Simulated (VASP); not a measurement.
Write the native input for VASP 6.6.1 that does the following.

```yaml
Task: single point
Functional: PBEsol
Potentials_or_basis: VASP PAW PBE potentials, release 64 (Hf_pv, C)
Cutoff: 520 eV
k_mesh: 9 × 9 × 5
Occupations: fermi-dirac, width 0.05 eV
Spin: no spin polarisation
Hubbard_terms: Hf d U = 5.0 eV
Dipole_correction: no
k_mesh_for_the_DOS: 14 × 14 × 8
Occupations_for_the_DOS: tetrahedron
Further_INCAR_settings: ALGO = Normal; EDIFF = 1e-06; NBANDS = 22
```

Crystal: HfC.

```
CELL_PARAMETERS angstrom
3.34287 0.00000 0.00000
-1.67143 2.89501 0.00000
0.00000 0.00000 5.20271
ATOMIC_POSITIONS crystal
Hf 0.33333 0.66667 0.25000
Hf 0.66667 0.33333 0.75000
C 0.00000 0.00000 0.50000
C 0.00000 0.00000 0.00000
```

The input as run:

POSCAR

```
HfC
1.0
    3.3428660531      0.0000000000      0.0000000000
   -1.6714330265      2.8950069234      0.0000000000
    0.0000000000      0.0000000000      5.2027140000
Hf C
2 2
Direct
    0.3333333333      0.6666666667      0.2500000000
    0.6666666667      0.3333333333      0.7500000000
    0.0000000000      0.0000000000      0.5000000000
    0.0000000000      0.0000000000      0.0000000000
```

INCAR.step1

```
SYSTEM = HfC
ALGO = Normal
EDIFF = 1E-6
ENCUT = 520
GGA = PS
ISIF = 2
ISMEAR = -1
LASPH = .TRUE.
LCHARG = .TRUE.
LDAU = .TRUE.
LDAUJ = 0 0
LDAUL = 2 -1
LDAUPRINT = 1
LDAUTYPE = 2
LDAUU = 5 0
LMAXMIX = 4
LREAL = .FALSE.
LWAVE = .FALSE.
NBANDS = 22
NELM = 150
PREC = Accurate
SIGMA = 0.05
```

KPOINTS.step1

```
k-points
0
G
  9 9 5
  0 0 0
```

INCAR.step2

```
SYSTEM = HfC
ALGO = Normal
EDIFF = 1E-6
ENCUT = 520
GGA = PS
ICHARG = 11
ISIF = 2
ISMEAR = -5
LASPH = .TRUE.
LCHARG = .FALSE.
LDAU = .TRUE.
LDAUJ = 0 0
LDAUL = 2 -1
LDAUPRINT = 1
LDAUTYPE = 2
LDAUU = 5 0
LMAXMIX = 4
LORBIT = 10
LREAL = .FALSE.
LWAVE = .FALSE.
NBANDS = 22
NEDOS = 2001
NELM = 150
PREC = Accurate
SIGMA = 0.05
```

KPOINTS.step2

```
k-points
0
G
  14 14 8
  0 0 0
```

Potentials or basis: VASP PAW PBE potentials, release 64 (Hf_pv, C).

Run with:

```sh
$ cat potpaw_PBE.64/Hf_pv/POTCAR potpaw_PBE.64/C/POTCAR > POTCAR
$ cp INCAR.step1 INCAR
$ cp KPOINTS.step1 KPOINTS
$ mpirun -np 1 vasp_std > vasp.out
$ cp INCAR.step2 INCAR
$ cp KPOINTS.step2 KPOINTS
$ mpirun -np 1 vasp_std > vasp.out
```

It gave:

| Item | Value |
| --- | --- |
| Valence electrons inside the program's atomic spheres | Hf 8.51; C 2.38 |

Caveat: U without spin polarisation on a metal has little footing; the U is typed as a test and isn't derived for this compound.

Run time: 49 s on 1 thread of Intel(R) Xeon(R) 6975P-C (Granite Rapids), with other jobs on the host, peak memory 0.25 GiB.
